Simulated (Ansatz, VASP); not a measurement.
# Two plane-wave programs on SnTe

Contents of INCAR:

```
PREC = Accurate ; ENCUT = 500
EDIFF = 1E-6 ; ISMEAR = 0
SIGMA = 0.1 ; LREAL = False
LASPH = True ; NELM = 120
ALGO = Normal ; ISIF = 2
LWAVE = False ; LCHARG = False
GGA = PE ; NBANDS = 17
GGA_COMPAT = False
```

KPOINTS

```
regular mesh
0
Gamma
  2 2 2
```

Contents of POSCAR:

```
SnTe
1.0
    0.0000000000      3.6111460000      3.6111460000
    3.6111460000      0.0000000000      3.6111460000
    3.6111460000      3.6111460000      0.0000000000
Sn Te
1 1
Direct
    0.0000000000      0.0000000000      0.0000000000
    0.7500000000      0.7500000000      0.7500000000
```

Input for Ansatz:

```yaml
crystal:
  lattice:
    - [0.0, 3.611146, 3.611146]
    - [3.611146, 0.0, 3.611146]
    - [3.611146, 3.611146, 0.0]
  atoms:
    - { symbol: Sn, position: [0.0, 0.0, 0.0] }
    - { symbol: Te, position: [0.75, 0.75, 0.75] }
basis:
  ecutwfc: 420
kpoints:
  mp_grid: { grid: [2, 2, 2] }
hamiltonian:
  xc: pbe
scf:
  occupations: { method: gaussian, width: 0.1 }
output:
  forces: true
  stress: true
  eigenvalues: true
```

Alike in both runs: task single point; functional PBE; k mesh 2 × 2 × 2; occupations gaussian, width 0.1 eV; no spin polarisation.

```csv
,VASP,Ansatz
version,VASP 6.6.1,Ansatz 0.2.0
potentials or method,"VASP PAW PBE potentials, release 64 (Sn_d, Te), cutoff 500 eV","scalar-relativistic, plane waves, PAW"
valence electrons in the cell,20,30
```

```csv
,VASP,Ansatz,Ansatz less VASP
gap on the k mesh at the Fermi level (eV),0.81,0.81,+0.002
least direct gap on the mesh (eV),0.81,0.81,+0.002
pressure (GPa),-1.2,-1.2,+0.01
```

VASP's potentials hold 20 valence electrons a cell and Ansatz's 30, so a difference there can come from the potentials and not from the codes.

The k mesh is coarse, so the values compare programs but aren't converged. Spin-orbit coupling is off throughout.
